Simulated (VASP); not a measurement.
Write the native input for VASP 6.6.1 that does the following.

* Task: single point
* Functional: PBE
* Potentials or basis: VASP PAW PBE potentials, release 64 (Si)
* Cutoff: 520 eV
* k mesh: 2 × 2 × 2
* Occupations: fermi-dirac, width 0.05 eV
* Spin: no spin polarisation
* Dipole correction: no
* Further INCAR settings: LREAL = Auto; ALGO = Normal; EDIFF = 1e-06; NBANDS = 48

The structure of Si (a cell with a defect) lies in POSCAR:

```
Si
1.0
    0.0000000000      5.4300000000      5.4300000000
    5.4300000000      0.0000000000      5.4300000000
    5.4300000000      5.4300000000      0.0000000000
Si
17
Direct
    0.0101181400     -0.0046078269     -0.0012592081
    0.1244498158      0.1192752302      0.1324286372
    0.0037672192     -0.0114513812      0.5042758748
    0.1451024862      0.1171652855      0.6202778085
   -0.0059018416      0.4929534070      0.0196388582
    0.1244015654      0.6235002762      0.1324636280
    0.0037202578      0.5031434622      0.5043152855
    0.1183179558      0.6176337937      0.6461665746
    0.4963432781     -0.0047333333     -0.0012007366
    0.6366697053      0.1358614180      0.0913120626
    0.5127546041      0.0124251381      0.4621967772
    0.6178279926      0.1170337017      0.6203624309
    0.4962823204      0.5092714549     -0.0011149171
    0.6204384899      0.6234090239      0.1324471455
    0.4893325967      0.5030657459      0.5043215470
    0.6177598527      0.6445344383      0.6204543278
    0.7669549724      0.2665562615      0.6997398711
```

One way to write it, as run:

INCAR

```
PREC = Accurate
ENCUT = 520
EDIFF = 1E-6
ISMEAR = -1
SIGMA = 0.05
LREAL = Auto
LASPH = T
NELM = 80
ALGO = Normal
ISIF = 2
LWAVE = F
LCHARG = F
GGA = PE
NBANDS = 48
```

KPOINTS

```
regular mesh
0
Gamma
  2 2 2
```

Potentials or basis: VASP PAW PBE potentials, release 64 (Si).

The run is started by

```sh
$ cat potpaw_PBE.64/Si/POTCAR > POTCAR
$ mpirun -np 1 vasp_std > vasp.out
```

It gave:

```json
{"Pressure": "5.1 GPa", "Largest force": "0.301 eV/Å", "Band gap on the k mesh": "zero (band 34 reaches 6.90 eV, above the bottom of band 35 at 6.76 eV)"}
```

Caveat: the k points lie up to 0.50 Å⁻¹ apart.

It took 9.3 min on 1 thread of Intel(R) Xeon(R) Platinum 8488C (Sapphire Rapids), with other jobs on the host, peak memory 0.47 GiB.
